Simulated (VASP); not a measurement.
# Cl in VASP: further runs

Cl is run at these levels: r2SCAN+D3(BJ); tasks: single point.

All numbers are computed with VASP 6.6.1; they aren't measurements. Logs are shortened: lines on timing, memory, paths and dates and some standing lists are left out, and cuts for length are marked.

## 1. The cell of the first run

The cell holds a disordered packing, 12 atoms: a = 7.114 Å, b = 7.114 Å, c = 7.114 Å, α = 90.00°, β = 90.00°, γ = 90.00°.

## 2. Single point, r2SCAN+D3(BJ)

POSCAR

```
Cl
1.0
    7.1137870000      0.0000000000      0.0000000000
    0.0000000000      7.1137870000      0.0000000000
    0.0000000000      0.0000000000      7.1137870000
Cl
12
Direct
    1.1005952245      0.2711635870      0.9306576090
    0.9944492294      0.2830138153      1.1807494377
    0.6959021967      0.7407868692      0.3355456102
    0.3826372648      0.7595532450      0.3219382306
    0.5571997025      0.1850491166      0.1199501756
    0.6105749301      0.0296607138     -0.1074252012
    0.0613737802      0.7652323580      0.6871586119
    0.3114234373      0.9221811111      0.7749037187
    0.5692748462      0.3938408614      0.6951712217
    0.6173505054      0.1976865487      0.4953198627
    0.0424949468      0.7570932332      0.3427429019
    0.0187804330      0.7827335848      0.0167421375
```

INCAR.step1

```
SYSTEM = Cl
  PREC = Accurate
  ENCUT = 520
  ISMEAR = -1
  SIGMA = 0.02
  LREAL = .False.
  LASPH = .True.
  NELM = 80
  NBANDS = 54
  GGA = PE
  ALGO = Normal
  EDIFF = 1E-4
  LWAVE = .True.
  LCHARG = .False.
```

INCAR.step2

```
SYSTEM = Cl
  PREC = Accurate
  ENCUT = 520
  EDIFF = 1E-6
  ISMEAR = -1
  SIGMA = 0.02
  LREAL = .False.
  LASPH = .True.
  NELM = 80
  ALGO = Normal
  ISIF = 2
  LWAVE = .False.
  LCHARG = .False.
  METAGGA = R2SCAN
  LMIXTAU = .True.
  IVDW = 12
  VDW_S6 = 1.0
  VDW_S8 = 0.78981345
  VDW_A1 = 0.49484001
  VDW_A2 = 5.73083694
  NBANDS = 54
  ISTART = 1
```

KPOINTS

```
regular mesh
0
Gamma
  1 1 1
  0 0 0
```

Potentials or basis: VASP PAW PBE potentials, release 64 (Cl).

Command:

```sh
cat potpaw_PBE.64/Cl/POTCAR > POTCAR
cp INCAR.step1 INCAR
mpirun -np 1 vasp_gam > vasp.out
cp INCAR.step2 INCAR
mpirun -np 1 vasp_gam > vasp.out
```

OUTCAR:

```text
SYSTEM = Cl
   PREC = Accurate
   ENCUT = 520
   EDIFF = 1E-6
   ISMEAR = -1
   LREAL = .False.
   LASPH = .True.
   NELM = 80
   ISIF = 2
   METAGGA = R2SCAN
   IVDW = 12
   ISTART = 1
 IVDW          = 12

 ion  position               nearest neighbor table
   1  0.101  0.271  0.931-   2 1.93
   2  0.994  0.283  0.181-   1 1.93
   3  0.696  0.741  0.336-   4 2.23  11 2.47
   4  0.383  0.760  0.322-   3 2.23  11 2.42
   5  0.557  0.185  0.120-   6 2.00
   6  0.611  0.030  0.893-   5 2.00   8 2.41
   7  0.061  0.765  0.687-   8 2.19  12 2.37  11 2.45
   8  0.311  0.922  0.775-   7 2.19   6 2.41
   9  0.569  0.394  0.695-  10 2.02
  10  0.617  0.198  0.495-   9 2.02
  11  0.042  0.757  0.343-  12 2.33   4 2.42   7 2.45   3 2.47
  12  0.019  0.783  0.017-  11 2.33   7 2.37

  LATTYP: Found a simple cubic cell.
 ALAT       =     7.1137870000

  Lattice vectors:

 A1 = (   7.1137870000,   0.0000000000,   0.0000000000)
 A2 = (   0.0000000000,   7.1137870000,   0.0000000000)
 A3 = (   0.0000000000,   0.0000000000,   7.1137870000)

Analysis of symmetry for initial positions (statically):
=====================================================================
 Subroutine PRICEL returns:
 Original cell was already a primitive cell.

 Routine SETGRP: Setting up the symmetry group for a
 simple cubic supercell.

 Subroutine GETGRP returns: Found  1 space group operations
 (whereof  1 operations were pure point group operations)
 out of a pool of 48 trial point group operations.

The static configuration has the point symmetry C_1 .

Analysis of symmetry for dynamics (positions and initial velocities):
=====================================================================
 Subroutine PRICEL returns:
 Original cell was already a primitive cell.

 Routine SETGRP: Setting up the symmetry group for a
 simple cubic supercell.

 Subroutine GETGRP returns: Found  1 space group operations
 (whereof  1 operations were pure point group operations)
 out of a pool of 48 trial point group operations.

The dynamic configuration has the point symmetry C_1 .

 Subroutine INISYM returns: Found  1 space group operations
 (whereof  1 operations are pure point group operations),
 and found     1 'primitive' translations

----------------------------------------------------------------------------------------

                                     Primitive cell

  volume of cell :     360.0001

  direct lattice vectors                    reciprocal lattice vectors
     7.113787000  0.000000000  0.000000000     0.140572103  0.000000000  0.000000000
     0.000000000  7.113787000  0.000000000     0.000000000  0.140572103  0.000000000
     0.000000000  0.000000000  7.113787000     0.000000000  0.000000000  0.140572103

  length of vectors
     7.113787000  7.113787000  7.113787000     0.140572103  0.140572103  0.140572103

  position of ions in fractional coordinates (direct lattice)
     0.100595224  0.271163587  0.930657609
     0.994449229  0.283013815  0.180749438
     0.695902197  0.740786869  0.335545610
     0.382637265  0.759553245  0.321938231
     0.557199703  0.185049117  0.119950176
     0.610574930  0.029660714  0.892574799
     0.061373780  0.765232358  0.687158612
     0.311423437  0.922181111  0.774903719
     0.569274846  0.393840861  0.695171222
     0.617350505  0.197686549  0.495319863
     0.042494947  0.757093233  0.342742902
     0.018780433  0.782733585  0.016742138

  ion indices of the primitive-cell ions
   primitive index   ion index
                 1           1
                 2           2
                 3           3
                 4           4
                 5           5
                 6           6
                 7           7
                 8           8
                 9           9
                10          10
                11          11
                12          12

----------------------------------------------------------------------------------------

 KPOINTS: regular mesh

Automatic generation of k-mesh.
 Grid dimensions read from file:
 generate k-points for:    1    1    1

 Generating k-lattice:

  Cartesian coordinates                     Fractional coordinates (reciprocal lattice)
     0.140572103  0.000000000  0.000000000     1.000000000  0.000000000  0.000000000
     0.000000000  0.140572103  0.000000000     0.000000000  1.000000000  0.000000000
     0.000000000  0.000000000  0.140572103     0.000000000  0.000000000  1.000000000

  Length of vectors
     0.140572103  0.140572103  0.140572103

  Shift w.r.t. Gamma in fractional coordinates (k-lattice)
     0.000000000  0.000000000  0.000000000

 Subroutine IBZKPT returns following result:
 ===========================================

 Found      1 irreducible k-points:

 Following reciprocal coordinates:
            Coordinates               Weight
  0.000000  0.000000  0.000000      1.000000
   k-points           NKPTS =      1   k-points in BZ     NKDIM =      1   number of bands    NBANDS=     54
   number of dos      NEDOS =    301   number of ions     NIONS =     12
   total plane-waves  NPLWV = 157464
   dimension x,y,z NGX =    54 NGY =   54 NGZ =   54
   dimension x,y,z NGXF=   108 NGYF=  108 NGZF=  108
   ions per type =              12
   NGX,Y,Z   is equivalent  to a cutoff of  12.62, 12.62, 12.62 a.u.
   NGXF,Y,Z  is equivalent  to a cutoff of  25.24, 25.24, 25.24 a.u.
 SYSTEM =  Cl
   PREC   = accura    normal or accurate (medium, high low for compatibility)
   ISTART =      1    job   : 0-new  1-cont  2-samecut
   ICHARG =      0    charge: 1-file 2-atom 10-const
   ISPIN  =      1    spin polarized calculation?
   LNONCOLLINEAR =      F non collinear calculations
   LSORBIT =      F    spin-orbit coupling
   LASPH  =      T    aspherical Exc in radial PAW
   ENCUT  =  520.0 eV  38.22 Ry    6.18 a.u.  13.23 13.23 13.23*2*pi/ulx,y,z
   NELM   =     80;   NELMIN=  2; NELMDL=  0     # of ELM steps
   EDIFF  = 0.1E-05   stopping-criterion for ELM
   LREAL  =      F    real-space projection
   EDIFFG = 0.1E-04   stopping-criterion for IOM
   NSW    =      0    number of steps for IOM
   IBRION =     -1    ionic relax: 0-MD 1-quasi-New 2-CG
   NFREE  =      0    steps in history (QN), initial steepest desc. (CG)
   ISIF   =      2    stress and relaxation
   ISYM   =      2    0-nonsym 1-usesym 2-fastsym
   POTIM  = 0.5000    time-step for ionic-motion
   TEBEG  =    0.0;   TEEND  =   0.0 temperature during run
   PSTRESS=    0.0 pullay stress
   NELECT =      84.0000    total number of electrons
   NUPDOWN=      -1.0000    fix difference up-down
   EMIN   =  10.00;   EMAX   =-10.00  energy-range for DOS
   EFERMI =   0.00;   METHOD = LEGACY
   ISMEAR =    -1;   SIGMA  =   0.02  broadening in eV -4-tet -1-fermi 0-gaus
   EFERMI_NEDOS =   21; number of points for ismear=-14 and -15
   IALGO  =     38    algorithm
   IMIX   =      4    mixing-type and parameters
     AMIX     =   0.40;   BMIX     =  1.00
     AMIX_MAG =   1.60;   BMIX_MAG =  1.00
  volume/ion in A,a.u.               =      30.00       202.45
  Fermi-wavevector in a.u.,A,eV,Ry     =   1.007860  1.904580 13.820562  1.015783
  Thomas-Fermi vector in A             =   2.140692
   LORBIT       =      0    0 simple, 1 ext, 2 COOP (PROOUT), +10 PAW based schemes
   METAGGA = R2SCAN    functional components
   LHFCALC =     F    Hartree Fock is set to
   AEXX    =    0.0000 exact exchange contribution
   IVDW    =    12    specifies the selected vdW correction
   LEPSILON=     F    determine dielectric tensor
   LRPA    =     F    only Hartree local field effects (RPA)
 non-spin polarized calculation
  energy-cutoff  :      520.00
  volume of cell :      360.00
 maximum number of plane-waves:      4886
 NGX is ok and might be reduce to    54
   NGX = 27   NGY = 27   NGZ = 27

 number of electron      84.0000002 magnetization

 Free energy of the ion-electron system (eV)
  ---------------------------------------------------
  ext. energy  EPLUGINS =         0.00000000
  ---------------------------------------------------
  free energy    TOTEN  =       -74.12259157 eV

  energy without entropy =      -74.12259157  energy(sigma->0) =      -74.12259157

 E-fermi :  -0.1265     XC(G=0):  -7.8011

 val. band max:       -0.6917431733   @ k =   0.0000   0.0000   0.0000
 cond. band min:       0.8241217980   @ k =   0.0000   0.0000   0.0000
 fundamental gap:      1.5158649713
 Fermi energy:        -0.1265017279

 k-point     1 :       0.0000    0.0000    0.0000
  band No.  band energies     occupation
      1     -19.4747      2.00000
      2     -18.7234      2.00000
      3     -18.5450      2.00000
      4     -18.4355      2.00000
      5     -17.0521      2.00000
      6     -15.7966      2.00000
[... 46 lines left out ...]
     53       8.2480      0.00000
     54       8.3889      0.00000

------------------------ aborting loop because EDIFF is reached ----------------------------------------

 Edisp (eV)   -0.85655

 E8    (eV) :    -0.2140

  FORCE on cell =-STRESS in cart. coord.  units (eV):
  Direction    XX          YY          ZZ          XY          YZ          ZX
  --------------------------------------------------------------------------------------
  -------------------------------------------------------------------------------------
  Total       0.42309     1.48550     0.20522     0.56381    -1.49702    -3.07171
  in kB       1.88295     6.61120     0.91333     2.50923    -6.66246   -13.67061
  external pressure =        3.14 kB  Pullay stress =        0.00 kB

 VOLUME and BASIS-vectors are now :
 -----------------------------------------------------------------------------
  energy-cutoff  :      520.00
  volume of cell :      360.00
      direct lattice vectors                 reciprocal lattice vectors
     7.113787000  0.000000000  0.000000000     0.140572103  0.000000000  0.000000000
     0.000000000  7.113787000  0.000000000     0.000000000  0.140572103  0.000000000
     0.000000000  0.000000000  7.113787000     0.000000000  0.000000000  0.140572103

 POSITION                                       TOTAL-FORCE (eV/Angst)
 -----------------------------------------------------------------------------------
      0.71561      1.92900      6.62050         0.292658      0.249619     -0.702249
      7.07430      2.01330      1.28581        -0.154710      0.151243      0.838787
      4.95050      5.26980      2.38700        -0.067779      0.411419      0.198883
      2.72200      5.40330      2.29020         0.219681     -0.431708      0.254080
      3.96380      1.31640      0.85330         0.022970     -0.053538      0.130070
      4.34350      0.21100      6.34959        -0.170387     -0.061891      0.113261
      0.43660      5.44370      4.88830        -0.587854      0.501876      0.497984
      2.21540      6.56020      5.51250         0.732288     -0.519536     -0.909776
      4.04970      2.80170      4.94530         0.038202     -0.007836     -0.565969
      4.39170      1.40630      3.52360        -0.251307      0.303099      0.327263
      0.30230      5.38580      2.43820        -0.041969      0.469827     -0.885005
      0.13360      5.56820      0.11910        -0.031792     -1.012574      0.702673
 -----------------------------------------------------------------------------------
    total drift:                                0.002218      0.001024      0.001272

  FREE ENERGIE OF THE ION-ELECTRON SYSTEM (eV)
  ---------------------------------------------------
  free  energy   TOTEN  =       -74.9791406843 eV

  energy  without entropy=      -74.9791406843  energy(sigma->0) =      -74.97914068
```

Run time: 57 s. Hardware: 1 thread of Intel Xeon 6975P-C (Granite Rapids), shared host; peak memory 0.4 GiB.

Results:

```
Free energy                : -74.9791 eV
Pressure                   : 0.3 GPa
Largest force              : 1.278 eV/Å
Dispersion energy per atom : -0.071 eV
```

Forces on the atoms (eV/Å):
```
Cl   0.293  0.250 -0.702
Cl  -0.155  0.151  0.839
Cl  -0.068  0.411  0.199
Cl   0.220 -0.432  0.254
Cl   0.023 -0.054  0.130
Cl  -0.170 -0.062  0.113
Cl  -0.588  0.502  0.498
Cl   0.732 -0.520 -0.910
Cl   0.038 -0.008 -0.566
Cl  -0.251  0.303  0.327
Cl  -0.042  0.470 -0.885
Cl  -0.032 -1.013  0.703
```

Caveat: the k points lie up to 0.88 Å⁻¹ apart; the atoms stand as in a frame of molecular dynamics; the PAW data sets were made with another functional, which shifts forces and pressure a little.

## 3. Single point, r2SCAN+D3(BJ)

POSCAR

```
Cl
1.0
    7.1137870000      0.0000000000      0.0000000000
    0.0000000000      7.1137870000      0.0000000000
    0.0000000000      0.0000000000      7.1137870000
Cl
12
Direct
    1.1287939883      0.3091602265      0.9034287926
    1.0719044582      0.2757743520      1.1769258765
    0.7219361502      0.7887500708      0.3789683329
    0.4121433492      0.7858542855      0.3532858097
    0.5772171700      0.1403331306      0.1312240583
    0.6070184559      0.0750233315     -0.1586496756
    0.0387557288      0.7642905249      0.7451446044
    0.3198858779      0.8935325165      0.7897059611
    0.5725361189      0.4179068055      0.5914992957
    0.5944372526      0.1336559557      0.5024187539
    0.0810960463      0.7799221427      0.3880071191
    0.0360708017      0.7481950191      0.0614440663
```

INCAR.step1

```
SYSTEM = Cl
PREC = Accurate ; ENCUT = 520
ISMEAR = -1 ; SIGMA = 0.02
LREAL = .FALSE. ; LASPH = .TRUE.
NELM = 100 ; NBANDS = 54
GGA = PE ; ALGO = Normal
EDIFF = 1E-4 ; LWAVE = .TRUE.
LCHARG = .FALSE.
```

INCAR.step2

```
SYSTEM = Cl
PREC = Accurate ; ENCUT = 520
EDIFF = 1E-7 ; ISMEAR = -1
SIGMA = 0.02 ; LREAL = .FALSE.
LASPH = .TRUE. ; NELM = 100
ALGO = Normal ; ISIF = 2
LWAVE = .FALSE. ; LCHARG = .FALSE.
METAGGA = R2SCAN ; LMIXTAU = .TRUE.
IVDW = 12 ; VDW_S6 = 1.0
VDW_S8 = 0.78981345 ; VDW_A1 = 0.49484001
VDW_A2 = 5.73083694 ; NBANDS = 54
ISTART = 1
```

KPOINTS

```
Automatic mesh
0
G
  1 1 1
  0 0 0
```

Potentials or basis: VASP PAW PBE potentials, release 64 (Cl).

Command:

```sh
cat potpaw_PBE.64/Cl/POTCAR > POTCAR
cp INCAR.step1 INCAR
mpirun -np 1 vasp_gam > vasp.out
cp INCAR.step2 INCAR
mpirun -np 1 vasp_gam > vasp.out
```

Wall time 61 s (1 thread of Intel Xeon 6975P-C (Granite Rapids), shared host); peak memory 0.4 GiB.

Results (log left out):

* Free energy: -75.4131 eV
* Pressure: -0.3 GPa
* Largest force: 1.379 eV/Å
* Dispersion energy per atom: -0.071 eV

Forces on the atoms (eV/Å):
```
Cl  -0.089  0.001  0.519
Cl   0.123  0.026 -0.392
Cl   0.586 -0.222  0.304
Cl  -0.329 -0.615  0.527
Cl   0.412 -0.067  0.363
Cl  -0.457  0.082  0.655
Cl   0.920  0.163 -0.085
Cl  -0.077  0.165 -0.323
Cl  -0.031 -0.826 -0.868
Cl   0.372  1.088 -0.623
Cl  -1.249 -0.193 -0.551
Cl  -0.180  0.397  0.475
```

Stress tensor (GPa, compression positive):
```
-1.05  0.09 -0.61
 0.09  1.34 -1.25
-0.61 -1.25 -1.27
```

Levels at points of the mesh, in eV from the Fermi level:
```csv
k point,band 38,band 39,band 40,band 41,band 42,band 43,band 44,band 45,band 46,band 47
"(0.00, 0.00, 0.00)",-0.99,-0.80,-0.70,-0.58,-0.50,1.27,1.45,2.62,3.06,3.27
```

Caveat: the k points lie up to 0.88 Å⁻¹ apart; the atoms stand as in a frame of molecular dynamics; the PAW data sets were made with another functional, which shifts forces and pressure a little.
